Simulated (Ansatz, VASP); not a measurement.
One calculation of MnPt2, two programs

Contents of INCAR:

```
  PREC = Accurate
  ENCUT = 520
  EDIFF = 1E-7
  ISMEAR = -1
  SIGMA = 0.05
  LREAL = F
  LASPH = T
  NELM = 150
  ALGO = Normal
  ISIF = 2
  LWAVE = F
  LCHARG = T
  ISPIN = 2
  MAGMOM = 0 0 3
  LORBIT = 11
  NUPDOWN = 3.0
  LMAXMIX = 4
  GGA = PE
  LELF = T
  LVHAR = T
  NBANDS = 28
```

Contents of KPOINTS:

```
regular mesh
0
Gamma
  9 9 4
```

File POSCAR:

```
MnPt2
1.0
    2.8584044518      0.0000000000      0.0000000000
   -1.4292022259      2.4754508696      0.0000000000
    0.0000000000      0.0000000000      6.5325040000
Pt Mn
2 1
Direct
    0.6666666667      0.3333333333      0.3162060000
    0.3333333333      0.6666666667      0.6837940000
    0.0000000000      0.0000000000      0.0000000000
```

File input.yaml:

```yaml
crystal:
  lattice:
    - [2.8584044518, 0.0, 0.0]
    - [-1.4292022259, 2.4754508696, 0.0]
    - [0.0, 0.0, 6.532504]
  atoms:
    - { symbol: Pt, position: [0.6666666667, 0.3333333333, 0.316206] }
    - { symbol: Pt, position: [0.3333333333, 0.6666666667, 0.683794] }
    - { symbol: Mn, position: [0.0, 0.0, 0.0], spin: 3.0 }
hamiltonian:
  xc: pbe
  pseudopotentials: { kind: paw }
magnetization:
  spin_polarized: true
  initial_magnetization: 3.0
  spin_locking: { lock_magnetization: hard }
kpoints:
  mp_grid: { grid: [9, 9, 4] }
scf:
  occupations: { method: fermi_dirac, width: 0.05 }
  lower_state_search: "off"
output:
  forces: true
  stress: true
  eigenvalues: true
  write_density: true
  write_potential: true
  elf: true
  volumetric_format: npy
```

Alike in both runs: task single point; functional PBE; k mesh 9 × 9 × 4; occupations fermi-dirac, width 0.05 eV; collinear spin; fixed moment 3 μB.

|  | VASP | Ansatz |
| --- | --- | --- |
| version | VASP 6.6.1 | Ansatz 0.2.0 |
| potentials or method | VASP PAW PBE potentials, release 64 (Pt, Mn_pv) | Ansatz PAW |
| plane-wave cutoff (eV) | 520 | 420 |
| valence electrons in the cell | 33 | 51 |

```tsv
	VASP	Ansatz	Ansatz less VASP
pressure (GPa)	-6.5	-6.4	+0.17
traceless stress, the component that is largest in VASP (GPa)	2.77	2.64	-0.132
rms of the force components (eV/Å)	0.017	0.025	+0.0084
net moment per atom (μB)	1.00	1.00	0.000
size of the moment on the site where the two differ most (μB)	0.10	0.07	-0.031
```

Site moments also hang on the region over which each program counts them. Atom by atom the forces differ by 0.008 eV/Å (rms over components). VASP's potentials hold 33 valence electrons a cell and Ansatz's 51, so a difference there can come from the potentials and not from the codes.

Neither program's run includes spin-orbit coupling.
